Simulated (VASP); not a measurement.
Mg4Au:

```xyz
10
Lattice="5.1648 -0.0021 0.0719 -0.0021 5.1241 -0.0382 0.1438 -0.0763 9.9826" Properties=species:S:1:pos:R:3 pbc="T T T"
Mg    2.6157   -0.0384    5.0359
Mg    2.7066   -0.1135    9.9740
Mg    5.2171    2.4592    5.0418
Mg    5.3974    2.4858    9.9952
Mg    5.1602   -0.0652    2.5798
Mg    5.2874   -0.0179    7.5333
Mg    2.6457    2.6466    2.5627
Mg    2.6682    2.4532    7.5128
Au    0.0190   -0.0001    0.0400
Au    5.2226    0.0038    5.0556
```

| Property | Result |
| --- | --- |
| Program | VASP 6.6.1 |
| Task | relaxation of cell and atoms |
| Functional | PBE |
| Potentials or basis | VASP PAW PBE potentials, release 64 (Mg, Au) |
| Cutoff | 600 eV |
| k mesh | 4 × 4 × 2 |
| Occupations | gaussian, width 0.2 eV |
| Spin | no spin polarisation |

At the start: pressure 0.8 GPa; volume 26.41 Å³/atom.

Task: Where does the relaxation end?

Result: Over 18 steps the energy falls by 14.9 meV/atom and the volume is 26.75 Å³/atom (+1.3 %); space group P1 (No. 1, to 0.05 Å).

The path:
```csv
step,energy change (eV),largest force (eV/Å),pressure (GPa),volume (Å³)
1,0.0000,1.0184,0.77,264.12
2,-0.1254,0.1636,-0.14,268.94
3,-0.1288,0.1351,-0.28,269.91
4,-0.1348,0.0885,-0.05,268.21
5,-0.1356,0.0880,0.07,267.37
6,-0.1377,0.0816,0.05,267.49
7,-0.1407,0.1400,-0.02,267.87
8,-0.1424,0.0965,-0.02,267.89
9,-0.1444,0.0556,-0.04,267.95
10,-0.1444,0.0592,-0.04,267.96
11,-0.1452,0.0369,-0.01,267.71
12,-0.1457,0.0296,0.05,267.32
13,-0.1462,0.0254,0.00,267.62
14,-0.1465,0.0580,-0.07,268.14
15,-0.1469,0.0525,-0.07,268.08
16,-0.1476,0.0432,-0.04,267.91
17,-0.1481,0.0460,0.00,267.57
18,-0.1485,0.0233,0.01,267.48
```

Final structure:
```
Mg Au
1.0
     5.11509   -0.00088    0.00812
    -0.00091    5.11361   -0.00509
     0.01222   -0.00855   10.22623
Mg Au
8 2
Cartesian
  2.5291 0.0140 5.1422
  2.5505 5.0858 10.1867
  0.0148 2.5362 5.1155
  0.0734 2.5572 10.2056
  5.1105 0.0154 2.5775
  0.0250 -0.0021 7.6848
  2.5643 2.5429 2.5471
  2.5984 2.5559 7.6491
  5.0912 0.0094 0.0281
  5.0818 5.0883 5.1279
```
